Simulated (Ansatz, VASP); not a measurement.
CrO2: VASP beside Ansatz

```
Cr O
1.0
     4.42100    0.00000    0.00000
     0.00000    4.42100    0.00000
     0.00000    0.00000    2.91700
Cr O
2 4
Direct
  0.00000 0.00000 0.00000
  0.50000 0.50000 0.54500
  0.30100 0.30100 0.00000
  0.19900 0.80100 0.50000
  0.69900 0.69900 0.00000
  0.80100 0.19900 0.50000
```

Alike in both runs: task single point; functional PBE; k mesh 4 × 4 × 6; occupations fermi-dirac, width 0.1 eV; collinear spin; Hubbard terms Cr d U = 2.9 eV, J = 0.9 eV.

```csv
,VASP,Ansatz
version,VASP 6.6.1,Ansatz 0.2.0
potentials or method,"VASP PAW PBE potentials, release 64 (Cr_pv, O), cutoff 520 eV","plane waves, PAW"
valence electrons in the cell,48,52
```

Ansatz gave:

| Quantity | Value |
| --- | --- |
| gap on the k mesh at the Fermi level (eV) | none |
| rms of the force components (eV/Å) | 0.536 |
| net moment per atom (μB) | 0.04 |
| size of the moment on the site where the two differ most (μB) | 1.31 |

Estimate VASP's values.

gap on the k mesh at the Fermi level (eV): none; rms of the force components (eV/Å): 0.633; net moment per atom (μB): 0.02; size of the moment on the site where the two differ most (μB): 1.72.

Site moments also hang on the region over which each program counts them. The programs project onto different local orbitals, so the same U acts differently, and such runs can settle in different states. Atom by atom the forces differ by 0.154 eV/Å (rms over components). A gap of «none» marks a metal or a gap that the smearing closes. VASP's potentials hold 48 valence electrons a cell and Ansatz's 52, so a difference there can come from the potentials and not from the codes. Ansatz's warnings: filled band counts differ across k points.
